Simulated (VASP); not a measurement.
# Ga (P6_3/mmc) in VASP: notebook

The runs below take Ga through single point, relaxation of cell and atoms, with RPBE.

Everything below comes from runs of VASP 6.6.1. Logs are shortened: lines on timing, memory, paths and dates and some standing lists are left out, and cuts for length are marked.

## (1) The cell of the first run

Symmetry: P6_3/mmc, No. 194, hexagonal system. Conventional cell: a = 3.110 Å, b = 3.110 Å, c = 10.156 Å, α = 90.00°, β = 90.00°, γ = 120.00°. Ga (site symmetry -3m) has 12 Ga at 3.11 Å within 4.1 Å. Within 4.1 Å of Ga (site symmetry -6m2) lie 12 Ga at 3.11 Å.

## (2) Single point, RPBE (volume scaled by 1.08)

INCAR reads:

```
PREC = Accurate
ENCUT = 520
EDIFF = 1E-6
ISMEAR = -1
SIGMA = 0.1
LREAL = False
LASPH = True
NELM = 100
ALGO = Normal
ISIF = 2
LWAVE = False
LCHARG = True
GGA = RP
LELF = True
LVHAR = True
NBANDS = 34
```

KPOINTS reads:

```
Automatic mesh
0
Gamma
  13 13 4
```

POSCAR reads:

```
Ga
1.0
    3.1102092004      0.0000000000      0.0000000000
   -1.5551046002      2.6935201786      0.0000000000
    0.0000000000      0.0000000000     10.1563443423
Ga
4
Direct
    0.0000000000      0.0000000000      0.0000000000
    0.0000000000      0.0000000000      0.5000000000
    0.3333333333      0.6666666667      0.2500000000
    0.6666666667      0.3333333333      0.7500000000
```

Potentials or basis: VASP PAW PBE potentials, release 64 (Ga_d).

On the command line:

```sh
> cat potpaw_PBE.64/Ga_d/POTCAR > POTCAR
> mpirun -np 1 vasp_std > vasp.out
```

OUTCAR:

```text
PREC = Accurate
   ENCUT = 520
   EDIFF = 1E-6
   ISMEAR = -1
   LREAL = False
   LASPH = True
   NELM = 100
   ISIF = 2
   GGA = RP

 ion  position               nearest neighbor table
   1  0.000  0.000  0.000-
   2  0.000  0.000  0.500-
   3  0.333  0.667  0.250-
   4  0.667  0.333  0.750-

  LATTYP: Found a hexagonal cell.
 ALAT       =     3.1102092004
 C/A-ratio  =     3.2654859168

  Lattice vectors:

 A1 = (   3.1102092004,   0.0000000000,   0.0000000000)
 A2 = (  -1.5551046002,   2.6935201786,   0.0000000000)
 A3 = (   0.0000000000,   0.0000000000,  10.1563443423)

Analysis of symmetry for initial positions (statically):
=====================================================================
 Subroutine PRICEL returns:
 Original cell was already a primitive cell.

 Routine SETGRP: Setting up the symmetry group for a
 hexagonal supercell.

 Subroutine GETGRP returns: Found 24 space group operations
 (whereof 12 operations were pure point group operations)
 out of a pool of 24 trial point group operations.

The static configuration has the point symmetry D_3d.
 The point group associated with its full space group is D_6h.

Analysis of symmetry for dynamics (positions and initial velocities):
=====================================================================
 Subroutine PRICEL returns:
 Original cell was already a primitive cell.

 Routine SETGRP: Setting up the symmetry group for a
 hexagonal supercell.

 Subroutine GETGRP returns: Found 24 space group operations
 (whereof 12 operations were pure point group operations)
 out of a pool of 24 trial point group operations.

The dynamic configuration has the point symmetry D_3d.
 The point group associated with its full space group is D_6h.

 Subroutine INISYM returns: Found 24 space group operations
 (whereof 12 operations are pure point group operations),
 and found     1 'primitive' translations

----------------------------------------------------------------------------------------

                                     Primitive cell

  volume of cell :      85.0839

  direct lattice vectors                    reciprocal lattice vectors
     3.110209200  0.000000000  0.000000000     0.321521781  0.185630687  0.000000000
    -1.555104600  2.693520179  0.000000000     0.000000000  0.371261373  0.000000000
     0.000000000  0.000000000 10.156344342     0.000000000  0.000000000  0.098460624

  length of vectors
     3.110209200  3.110209200 10.156344342     0.371261373  0.371261373  0.098460624

  position of ions in fractional coordinates (direct lattice)
     0.000000000  0.000000000  0.000000000
     0.000000000  0.000000000  0.500000000
     0.333333333  0.666666667  0.250000000
     0.666666667  0.333333333  0.750000000

  ion indices of the primitive-cell ions
   primitive index   ion index
                 1           1
                 2           2
                 3           3
                 4           4

----------------------------------------------------------------------------------------

 KPOINTS: Automatic mesh

Automatic generation of k-mesh.
 Grid dimensions read from file:
 generate k-points for:   13   13    4

 Generating k-lattice:

  Cartesian coordinates                     Fractional coordinates (reciprocal lattice)
     0.024732445  0.014279284  0.000000000     0.076923077  0.000000000  0.000000000
     0.000000000  0.028558567  0.000000000     0.000000000  0.076923077  0.000000000
     0.000000000  0.000000000  0.024615156     0.000000000  0.000000000  0.250000000

  Length of vectors
     0.028558567  0.028558567  0.024615156

  Shift w.r.t. Gamma in fractional coordinates (k-lattice)
     0.000000000  0.000000000  0.000000000

 Subroutine IBZKPT returns following result:
 ===========================================

 Found     63 irreducible k-points:

 Following reciprocal coordinates:
            Coordinates               Weight
  0.000000  0.000000  0.000000      1.000000
  0.076923  0.000000  0.000000      6.000000
  0.153846  0.000000  0.000000      6.000000
  0.230769  0.000000  0.000000      6.000000
  0.307692  0.000000  0.000000      6.000000
  0.384615  0.000000  0.000000      6.000000
[... 16 lines left out ...]
  0.076923  0.000000  0.250000     12.000000
  0.153846  0.000000  0.250000     12.000000
 [... further k-points ...]
   k-points           NKPTS =     63   k-points in BZ     NKDIM =     63   number of bands    NBANDS=     34
   number of dos      NEDOS =    301   number of ions     NIONS =      4
   total plane-waves  NPLWV =  46080
   dimension x,y,z NGX =    24 NGY =   24 NGZ =   80
   dimension x,y,z NGXF=    48 NGYF=   48 NGZF=  160
   ions per type =               4
   NGX,Y,Z   is equivalent  to a cutoff of  12.83, 12.83, 13.09 a.u.
   NGXF,Y,Z  is equivalent  to a cutoff of  25.66, 25.66, 26.19 a.u.
 SYSTEM =  unknown system
   PREC   = accura    normal or accurate (medium, high low for compatibility)
[... 36 lines left out ...]
   IVDW    =     0    specifies the selected vdW correction
   LEPSILON=     F    determine dielectric tensor
   LRPA    =     F    only Hartree local field effects (RPA)
 non-spin polarized calculation
  energy-cutoff  :      520.00
  volume of cell :       85.08
 maximum number of plane-waves:      2312
 NGX is ok and might be reduce to    24
   NGX = 11   NGY = 11   NGZ = 37

 number of electron      52.0000047 magnetization

 Free energy of the ion-electron system (eV)
  ---------------------------------------------------
  ext. energy  EPLUGINS =         0.00000000
  ---------------------------------------------------
  free energy    TOTEN  =       -10.10392306 eV

  energy without entropy =      -10.04550958  energy(sigma->0) =      -10.07471632

 E-fermi :   4.6417     XC(G=0): -10.3087

 val. band max:        4.6334883191   @ k =   0.3846   0.0000   0.2500
 cond. band min:       4.7277794258   @ k =   0.3846   0.0000   0.0000
 fundamental gap:      0.0942911066
 Fermi energy:         4.6416520542

 k-point     1 :       0.0000    0.0000    0.0000
  band No.  band energies     occupation
      1     -10.2573      2.00000
      2     -10.2373      2.00000
      3     -10.2200      2.00000
      4     -10.2171      2.00000
      5     -10.2171      2.00000
      6     -10.2113      2.00000
[... 26 lines left out ...]
     33      14.4450      0.00000
     34      15.4490      0.00000

 k-point     2 :       0.0769    0.0000    0.0000
  band No.  band energies     occupation
      1     -10.2522      2.00000
      2     -10.2344      2.00000
      3     -10.2241      2.00000
      4     -10.2185      2.00000
      5     -10.2101      2.00000
      6     -10.2093      2.00000
[... 26 lines left out ...]
     33      14.0007      0.00000
     34      14.7551      0.00000

 k-point     3 :       0.1538    0.0000    0.0000
  band No.  band energies     occupation
      1     -10.2519      2.00000
      2     -10.2373      2.00000
      3     -10.2307      2.00000
      4     -10.2153      2.00000
      5     -10.2106      2.00000
      6     -10.1981      2.00000
[... 26 lines left out ...]
     33      13.1220      0.00000
     34      13.3090      0.00000

 k-point     4 :       0.2308    0.0000    0.0000
  band No.  band energies     occupation
      1     -10.2703      2.00000
      2     -10.2498      2.00000
      3     -10.2409      2.00000
      4     -10.2184      2.00000
      5     -10.2121      2.00000
      6     -10.1918      2.00000
[... 26 lines left out ...]
     33      12.2334      0.00000
     34      12.2482      0.00000

 k-point     5 :       0.3077    0.0000    0.0000
  band No.  band energies     occupation
      1     -10.2921      2.00000
      2     -10.2643      2.00000
      3     -10.2541      2.00000
      4     -10.2416      2.00000
      5     -10.2256      2.00000
      6     -10.2033      2.00000
[... 621 lines left out ...]
 k-point    22 :       0.0000    0.0000    0.2500
  band No.  band energies     occupation
      1     -10.2551      2.00000
      2     -10.2416      2.00000
      3     -10.2174      2.00000
      4     -10.2146      2.00000
      5     -10.2146      2.00000
      6     -10.2118      2.00000
[... 26 lines left out ...]
     33      14.7224      0.00000
     34      14.7234      0.00000

 k-point    23 :       0.0769    0.0000    0.2500
  band No.  band energies     occupation
      1     -10.2503      2.00000
      2     -10.2384      2.00000
      3     -10.2222      2.00000
      4     -10.2193      2.00000
      5     -10.2076      2.00000
      6     -10.2065      2.00000
[... 26 lines left out ...]
     33      14.5153      0.00000
     34      14.5487      0.00000

 k-point    24 :       0.1538    0.0000    0.2500
  band No.  band energies     occupation
      1     -10.2508      2.00000
      2     -10.2420      2.00000
      3     -10.2263      2.00000
      4     -10.2169      2.00000
      5     -10.2081      2.00000
      6     -10.1951      2.00000
[... 26 lines left out ...]
     33      12.9951      0.00000
     34      13.8255      0.00000

 [... further k-points ...]
[... 5 lines left out ...]
  --------------------------------------------------------------------------------------
  -------------------------------------------------------------------------------------
  Total       -1.4450608     -1.4450608     -1.3446393      0.0000000      0.0000000      0.0000000
  in kB      -27.2113103    -27.2113103    -25.3203162      0.0000000      0.0000000      0.0000000
  external PRESSURE =     -26.5809789 kB  Pullay stress =       0.0000000 kB

 VOLUME and BASIS-vectors are now :
 -----------------------------------------------------------------------------
  energy-cutoff  :      520.00
  volume of cell :       85.08
      direct lattice vectors                 reciprocal lattice vectors
     3.110209200  0.000000000  0.000000000     0.321521781  0.185630687  0.000000000
    -1.555104600  2.693520179  0.000000000     0.000000000  0.371261373  0.000000000
     0.000000000  0.000000000 10.156344342     0.000000000  0.000000000  0.098460624

 POSITION                                       TOTAL-FORCE (eV/Angst)
 -----------------------------------------------------------------------------------
      0.00000      0.00000      0.00000        -0.000000     -0.000000     -0.000000
      0.00000      0.00000      5.07817        -0.000000     -0.000000     -0.000000
     -0.00000      1.79568      2.53909        -0.000000      0.000000      0.000000
      1.55510      0.89784      7.61726         0.000000     -0.000000     -0.000000
 -----------------------------------------------------------------------------------
    total drift:                               -0.000000      0.000000     -0.000000

  FREE ENERGIE OF THE ION-ELECTRON SYSTEM (eV)
  ---------------------------------------------------
  free  energy   TOTEN  =       -10.1039230617 eV

  energy  without entropy=      -10.0455095773  energy(sigma->0) =      -10.07471632
```

Wall time 7.1 min (1 thread of AMD EPYC 7R13, shared host); peak memory 0.24 GiB.

Results:

```yaml
Free_energy: -10.1039 eV
Pressure: -2.7 GPa
Band_gap_on_the_k_mesh: zero (band 26 reaches 8.31 eV, above the bottom of band 27 at 3.45 eV)
```

Caveat: the cell differs from its parent crystal (volume scaled by 1.08); the PAW data sets were made with another functional, which shifts forces and pressure a little.

## (3) Single point, RPBE (volume scaled by 1.12)

INCAR reads:

```
SYSTEM = Ga
ALGO = Normal ; EDIFF = 1E-6
ENCUT = 520 ; GGA = RP
ISIF = 2 ; ISMEAR = -1
LASPH = .True. ; LCHARG = .False.
LREAL = .False. ; LWAVE = .False.
NBANDS = 34 ; NELM = 60
PREC = Accurate ; SIGMA = 0.1
```

KPOINTS reads:

```
k-points
0
Gamma
  13 13 4
  0 0 0
```

POSCAR reads:

```
Ga
1.0
    3.1481423194      0.0000000000      0.0000000000
   -1.5740711597      2.7263712233      0.0000000000
    0.0000000000      0.0000000000     10.2802144081
Ga
4
Direct
    0.0000000000      0.0000000000      0.0000000000
    0.0000000000      0.0000000000      0.5000000000
    0.3333333333      0.6666666667      0.2500000000
    0.6666666667      0.3333333333      0.7500000000
```

Potentials or basis: VASP PAW PBE potentials, release 64 (Ga_d).

On the command line:

```sh
> cat potpaw_PBE.64/Ga_d/POTCAR > POTCAR
> mpirun -np 1 vasp_std > vasp.out
```

Wall time 6.9 min (1 thread of AMD EPYC 7R13, shared host); peak memory 0.25 GiB.

It converged, with:

| Item | Value |
| --- | --- |
| Free energy | -10.0426 eV |
| Pressure | -3.6 GPa |
| Band gap on the k mesh | zero (band 26 reaches 7.90 eV, above the bottom of band 27 at 3.20 eV) |

Stress tensor (GPa, compression positive):
```
-3.69  0.00  0.00
 0.00 -3.69  0.00
 0.00  0.00 -3.51
```

Levels at points of the mesh, in eV from the Fermi level:
```
           k point  band 22  band 23  band 24  band 25  band 26  band 27  band 28  band 29  band 30  band 31
(0.00, 0.00, 0.00)    -8.50    -8.48    -4.81    -3.28     3.18     3.19     8.57     8.57     9.31     9.31
(0.00, 0.00, 0.50)    -9.57    -6.70    -6.70    -0.68    -0.68     7.55     7.55     8.80     8.80     8.80
```

Caveat: the cell differs from its parent crystal (volume scaled by 1.12); the PAW data sets were made with another functional, which shifts forces and pressure a little.

## (4) Single point, RPBE

This run uses another cell than the first one, of 19.70 Å³/atom, 0.926 times its volume.

INCAR reads:

```
SYSTEM = Ga
ALGO     = Normal         ! electronic algorithm
EDIFF    = 1E-6           ! SCF threshold, eV
ENCUT    = 520            ! plane-wave cutoff, eV
GGA      = RP             ! functional
ISIF     = 2              ! what is computed and relaxed
ISMEAR   = -1             ! smearing method
LASPH    = .True.         ! aspherical terms in the spheres
LCHARG   = .False.        ! write CHGCAR
LREAL    = .False.        ! projectors in reciprocal space
LWAVE    = .False.        ! write WAVECAR
NBANDS   = 34             ! bands
NELM     = 80             ! most SCF steps
PREC     = Accurate       ! precision mode
SIGMA    = 0.1            ! smearing width, eV
```

KPOINTS reads:

```
k-points
0
Gamma
  16 16 5
  0 0 0
```

POSCAR reads:

```
Ga
1.0
    3.0314356238      0.0000000000      0.0000000000
   -1.5157178119      2.6253002601      0.0000000000
    0.0000000000      0.0000000000      9.8991103374
Ga
4
Direct
    0.0000000000      0.0000000000      0.0000000000
    0.0000000000      0.0000000000      0.5000000000
    0.3333333333      0.6666666667      0.2500000000
    0.6666666667      0.3333333333      0.7500000000
```

On the command line:

```sh
> cat potpaw_PBE.64/Ga_d/POTCAR > POTCAR
> mpirun -np 1 vasp_std > vasp.out
```

Wall time 9.3 min (1 thread of AMD EPYC 7R13, shared host); peak memory 0.28 GiB.

The run converged. Its results:

```
Free energy            : -10.1653 eV
Pressure               : 0.0 GPa
Band gap on the k mesh : zero (band 26 reaches 9.31 eV, above the bottom of band 27 at 3.96 eV)
```

Stress tensor (GPa, compression positive):
```
 0.08  0.00  0.00
 0.00  0.08  0.00
 0.00  0.00 -0.06
```

Levels at points of the mesh, in eV from the Fermi level:
| k point | band 24 | band 25 | band 26 | band 27 | band 28 | band 29 |
| --- | --- | --- | --- | --- | --- | --- |
| (0.00, 0.00, 0.00) | -4.90 | -3.79 | 3.48 | 3.48 | 9.44 | 9.44 |
| (0.50, 0.00, 0.00) | -3.43 | -3.41 | -3.13 | 0.37 | 0.52 | 1.52 |

Caveat: the PAW data sets were made with another functional, which shifts forces and pressure a little.

## (5) Relaxation of cell and atoms, RPBE

This run uses another cell than the first one, of 19.59 Å³/atom, 0.921 times its volume.

INCAR reads:

```
PREC = Accurate
ENCUT = 600
EDIFF = 1E-6
ISMEAR = -1
SIGMA = 0.1
LREAL = F
LASPH = T
NELM = 80
ALGO = Normal
ISIF = 3
LWAVE = F
LCHARG = F
GGA = RP
IBRION = 2
NSW = 80
EDIFFG = -0.01
```

KPOINTS reads:

```
Automatic mesh
0
Gamma
  12 12 4
```

POSCAR reads:

```
Ga
1.0
    3.0261186087      0.0000000000      0.0000000000
   -1.5130593044      2.6206955900      0.0000000000
    0.0000000000      0.0000000000      9.8833033761
Ga
4
Direct
    0.0000000000      0.0000000000      0.0000000000
    0.0000000000      0.0000000000      0.5000000000
    0.3333333333      0.6666666667      0.2500000000
    0.6666666667      0.3333333333      0.7500000000
```

On the command line:

```sh
> cat potpaw_PBE.64/Ga_d/POTCAR > POTCAR
> mpirun -np 1 vasp_std > vasp.out
```

Run time: 11 min. Hardware: 1 thread of AMD EPYC 7R13, shared host; peak memory 0.26 GiB.

Results (log left out):

```
Free energy                            : -10.1626 eV
Relaxed volume                         : 19.70 Å³/atom
Relaxed cell                           : a = 3.032 Å, b = 3.032 Å, c = 9.901 Å, α = 90.00°, β = 90.00°, γ = 120.00°
Space group after relaxing (to 0.05 Å) : P6_3/mmc (No. 194)
Energy gained by relaxing              : 0.1 meV/atom
Ionic steps                            : 3
Pressure after relaxing                : 0.1 GPa
Band gap on the k mesh                 : zero (band 26 reaches 9.28 eV, above the bottom of band 27 at 3.96 eV)
```

Step by step:
```tsv
step	energy change (eV)	largest force (eV/Å)	pressure (GPa)	volume (Å³)
1	0.0000	0.0000	0.22	78.38
2	-0.0004	0.0000	0.13	78.68
3	-0.0005	0.0000	0.06	78.81
```

Final structure:
```
Ga
1.0
     3.03173    0.00000    0.00000
    -1.51586    2.62555    0.00000
     0.00000    0.00000    9.90052
Ga
4
Cartesian
  -1.5159 2.6256 9.9005
  -1.5159 2.6256 4.9503
  0.0000 1.7504 2.4751
  1.5159 0.8752 7.4254
```

Levels at points of the mesh, in eV from the Fermi level:
```
           k point  band 23  band 24  band 25  band 26  band 27  band 28  band 29  band 30
(0.00, 0.00, 0.00)    -9.12    -4.87    -3.77     3.50     3.51     9.46     9.46    10.27
(0.50, 0.00, 0.00)    -3.95    -3.40    -3.38    -3.10     0.40     0.55     1.54     2.47
(0.00, 0.00, 0.50)    -7.16    -7.16    -0.72    -0.72     8.29     8.29     9.72     9.72
(0.50, 0.00, 0.50)    -4.37    -4.37    -1.75    -1.75    -1.33    -1.33     4.04     4.04
```

Caveat: the PAW data sets were made with another functional, which shifts forces and pressure a little.

## (6) Summary

```csv
task,cell,k mesh,cutoff (eV),gap on the mesh (eV),pressure (GPa)
single point,"a = 3.110, b = 3.110, c = 10.156 Å, angles 90.0, 90.0, 120.0°, 4 atoms",13 × 13 × 4,520,none,-2.7
single point,"a = 3.148, b = 3.148, c = 10.280 Å, angles 90.0, 90.0, 120.0°, 4 atoms",13 × 13 × 4,520,none,-3.6
single point,"a = 3.031, b = 3.031, c = 9.899 Å, angles 90.0, 90.0, 120.0°, 4 atoms",16 × 16 × 5,520,none,0.0
relaxation of cell and atoms,"relaxed from a = 3.026, b = 3.026, c = 9.883 Å, angles 90.0, 90.0, 120.0°, 4 atoms",12 × 12 × 4,600,none,0.1
```

Alike in all rows: level RPBE; potentials or basis VASP PAW PBE potentials, release 64 (Ga_d); no spin polarisation; smearing fermi-dirac 0.1 eV.

Caveats: the PAW data sets were made with another functional, which shifts forces and pressure a little.

Total energies depend on the potentials used, so only differences within one code and one set of settings carry meaning.
